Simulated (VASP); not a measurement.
Input of a VASP 6.6.1 run:

The input POSCAR:

```
BN
1.0
    2.5051775940      0.0000000000      0.0000000000
   -1.2525887970      2.1695474374      0.0000000000
    0.0000000000      0.0000000000      4.2140508624
B N
2 2
Direct
    0.3333333333      0.6666666667     -0.0001657249
    0.6666666667      0.3333333333      0.4998342751
    0.3333333333      0.6666666667      0.3741657249
    0.6666666667      0.3333333333      0.8741657249
```

File INCAR.step1:

```
ALGO = Normal ; EDIFF = 1E-4
ENCUT = 520 ; GGA = PE
ISMEAR = 0 ; LASPH = T
LCHARG = F ; LREAL = F
LWAVE = T ; NBANDS = 16
NELM = 60 ; PREC = Accurate
SIGMA = 0.02
```

The input INCAR.step2:

```
ALGO = Normal ; EDIFF = 1E-6
ENCUT = 520 ; ISIF = 2
ISMEAR = 0 ; ISTART = 1
LASPH = T ; LCHARG = F
LMIXTAU = T ; LREAL = F
LWAVE = F ; METAGGA = R2SCAN
NBANDS = 16 ; NELM = 60
PREC = Accurate ; SIGMA = 0.02
```

KPOINTS

```
k-points
0
Gamma
  9 9 6
```

Potentials or basis: VASP PAW PBE potentials, release 64 (B, N).

The run is started by

```console
$ cat potpaw_PBE.64/B/POTCAR potpaw_PBE.64/N/POTCAR > POTCAR
$ cp INCAR.step1 INCAR
$ mpirun -np 1 vasp_std > vasp.out
$ cp INCAR.step2 INCAR
$ mpirun -np 1 vasp_std > vasp.out
```

**Question.** Estimate the band gap on the k mesh.

**Answer.** 5.59 eV (least direct gap 8.91 eV).

**Question.** Estimate the largest force.

**Answer.** 0.012 eV/Å.

Stress tensor (GPa, compression positive):
```
19.38  0.00  0.00
 0.00 19.38  0.00
 0.00  0.00  1.39
```

Caveat: the cell differs from its parent crystal (strained cell); the stress differs along the axes, from 1 to 19 GPa; the PAW data sets were made with another functional, which shifts forces and pressure a little. A k mesh can miss the band edges.
